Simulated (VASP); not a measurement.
SiC (Moissanite), 4 atoms in the cell. It takes space group P6_3mc (No. 186, hexagonal). The conventional cell has a = 3.024 Å, b = 3.024 Å, c = 4.962 Å, α = 90.00°, β = 90.00°, γ = 120.00°. Si (site symmetry 3m) has 4 C at 1.84 to 1.91 Å within 2.4 Å. Within 2.4 Å of C (site symmetry 3m) lie 4 Si at 1.84 to 1.91 Å. 

| Quantity | Value |
| --- | --- |
| Program | VASP 6.6.1 |
| Task | single point |
| Functional | PBEsol |
| Potentials or basis | VASP PAW PBE potentials, release 64 (Si, C) |
| Cutoff | 520 eV |
| k mesh | 12 × 12 × 4 |
| Occupations | gaussian, width 0.01 eV |
| Spin | no spin polarisation |
| Dipole correction | no |
| Further INCAR settings | ALGO = Normal; EDIFF = 1e-06; NBANDS = 16 |

Potentials or basis: VASP PAW PBE potentials, release 64 (Si, C).

The run is started by

```console
$ cat potpaw_PBE.64/Si/POTCAR potpaw_PBE.64/C/POTCAR > POTCAR
$ mpirun -np 1 vasp_std > vasp.out
```

Hardware: 1 thread of Intel Xeon 6975P-C, on a shared host.

Question: How long does it take, and how much memory?

Answer: Wall time 20 s on 1 thread of Intel Xeon 6975P-C, on a shared host, peak memory 0.17 GiB. Counts: scf iterations 12, k points 57.
